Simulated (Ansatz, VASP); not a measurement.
## Cr: VASP beside Ansatz

```
CELL_PARAMETERS angstrom
2.43714 0.00000 0.00000
-0.81238 2.29776 0.00000
0.00000 0.00000 24.94959
ATOMIC_POSITIONS crystal
Cr 0.50000 0.50000 0.30360
Cr 0.00000 0.00000 0.37988
Cr 0.50000 0.50000 0.46008
Cr 0.00000 0.00000 0.53992
Cr 0.50000 0.50000 0.62012
Cr 0.00000 0.00000 0.69640
```

Alike in both runs: functional PBEsol; k mesh 15 × 15 × 1; occupations gaussian, width 0.1 eV; no spin polarisation.

Ansatz relaxed the structure, and its values are those at the end. VASP's run is a single point on that final structure, the one shown.

|  | VASP | Ansatz |
| --- | --- | --- |
| version | VASP 6.6.1 | Ansatz 0.2.0 |
| potentials or method | VASP PAW PBE potentials, release 64 (Cr_pv), cutoff 520 eV | scalar-relativistic, plane waves, PAW |
| valence electrons in the cell | 72 | 84 |

|  | VASP | Ansatz | Ansatz less VASP |
| --- | --- | --- | --- |
| gap on the k mesh at the Fermi level (eV) | none | none | - |
| rms of the force components (eV/Å) | 0.007 | 0.005 | -0.0023 |
| work function, face that differs most (eV) | 4.90 | 4.92 | +0.022 |

VASP's potentials were made for PBE, not for PBEsol. A gap of «none» marks a metal or a gap that the smearing closes. VASP's potentials hold 72 valence electrons a cell and Ansatz's 84, so a difference there can come from the potentials and not from the codes.
